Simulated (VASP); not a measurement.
The system is BaMnO3.

```
Ba Mn O
1.0
     4.03331    0.00000    0.00000
     0.00000    4.03331    0.00000
     0.00000    0.00000    4.03331
Ba Mn O
1 1 3
Direct
  0.50000 0.50000 0.50000
  0.00000 0.00000 0.00000
  0.50000 0.00000 0.00000
  0.00000 0.00000 0.50000
  0.00000 0.50000 0.00000
```

Base run:

```yaml
Program: VASP 6.6.1
Functional: LDA
Potentials_or_basis: VASP PAW LDA potentials, release 64 (Ba_sv, Mn_pv, O)
Cutoff: 600 eV
k_mesh: 5 × 5 × 5
Occupations: fermi-dirac, width 0.1 eV
Spin: collinear spin, ferromagnetic start
Starting_moments: "[0.0, 4.0, 0.0, 0.0, 0.0] μB"
Hubbard_terms: Mn d U = 3.0 eV
```

Its results: pressure -13.4 GPa; net moment 3.17 μB per cell; site moments Ba +0.01; Mn +3.41; O -0.10 μB.

Question: The run is repeated on the same cell with these changes: hubbard terms from Mn d U = 3.0 eV to none. What comes out?

Answer: Pressure -18.0 GPa; net moment 3.02 μB per cell; site moments Ba +0.01; Mn +2.80; O +0.03 μB.

Caveats: the cell stands under tension; a cell with one magnetic atom can't hold antiferromagnetic order, which such compounds often take.
